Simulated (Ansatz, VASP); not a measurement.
**One calculation of SiO2, two programs**

File INCAR:

```
SYSTEM = SiO2
PREC = Accurate
ENCUT = 520
EDIFF = 1E-6
ISMEAR = 0
SIGMA = 0.01
LREAL = .False.
LASPH = .True.
NELM = 80
ALGO = Normal
ISIF = 2
LWAVE = .False.
LCHARG = .True.
GGA = PE
LELF = .True.
LVHAR = .True.
NBANDS = 44
```

File KPOINTS:

```
Automatic mesh
0
Gamma
  4 4 4
  0 0 0
```

POSCAR

```
SiO2
1.0
    4.9799220101      0.0000000000      0.0000000000
    0.0000000000      4.9799220101      0.0000000000
    0.0000000000      0.0000000000      6.9559199070
Si O
4 8
Direct
    0.2938575670      0.2938575670      0.0000000000
    0.2061424330      0.7938575670      0.2500000000
    0.7061424330      0.7061424330      0.5000000000
    0.7938575670      0.2061424330      0.7500000000
    0.2411800963      0.0934526078      0.1742257711
    0.4065473922      0.7411800963      0.4242257711
    0.7588199037      0.9065473922      0.6742257711
    0.5934526078      0.2588199037      0.9242257711
    0.7411800963      0.4065473922      0.5757742289
    0.9065473922      0.7588199037      0.3257742289
    0.2588199037      0.5934526078      0.0757742289
    0.0934526078      0.2411800963      0.8257742289
```

Input for Ansatz:

```yaml
crystal:
  lattice:
    - [4.9799220101, 0.0, 0.0]
    - [0.0, 4.9799220101, 0.0]
    - [0.0, 0.0, 6.955919907]
  atoms:
    - { symbol: Si, position: [0.293857567, 0.293857567, 0.0] }
    - { symbol: Si, position: [0.206142433, 0.793857567, 0.25] }
    - { symbol: Si, position: [0.706142433, 0.706142433, 0.5] }
    - { symbol: Si, position: [0.793857567, 0.206142433, 0.75] }
    - { symbol: O, position: [0.2411800963, 0.0934526078, 0.1742257711] }
    - { symbol: O, position: [0.4065473922, 0.7411800963, 0.4242257711] }
    - { symbol: O, position: [0.7588199037, 0.9065473922, 0.6742257711] }
    - { symbol: O, position: [0.5934526078, 0.2588199037, 0.9242257711] }
    - { symbol: O, position: [0.7411800963, 0.4065473922, 0.5757742289] }
    - { symbol: O, position: [0.9065473922, 0.7588199037, 0.3257742289] }
    - { symbol: O, position: [0.2588199037, 0.5934526078, 0.0757742289] }
    - { symbol: O, position: [0.0934526078, 0.2411800963, 0.8257742289] }
kpoints:
  mp_grid: { grid: [4, 4, 4] }
hamiltonian:
  xc: pbe
scf:
  occupations: { method: fixed }
  n_extra_bands: 7
output:
  forces: true
  stress: true
  eigenvalues: true
```

Alike in both runs: task single point; functional PBE; k mesh 4 × 4 × 4; no spin polarisation.

|  | VASP | Ansatz |
| --- | --- | --- |
| version | VASP 6.6.1 | Ansatz 0.2.0 |
| potentials or method | VASP PAW PBE potentials, release 64 (Si, O) | plane waves, PAW |
| plane-wave cutoff (eV) | 520 | 420 |
| occupations | gaussian, width 0.01 eV | fixed |
| valence electrons in the cell | 64 | 64 |

Ansatz gave:

```
gap on the k mesh at the Fermi level (eV) : 5.84
pressure (GPa)                            : 10.9
rms of the force components (eV/Å)        : 0.291
```

What did VASP give for the same quantities?

gap on the k mesh at the Fermi level (eV): 5.84; pressure (GPa): 11.1; rms of the force components (eV/Å): 0.290.

Atom by atom the forces differ by 0.009 eV/Å (rms over components).
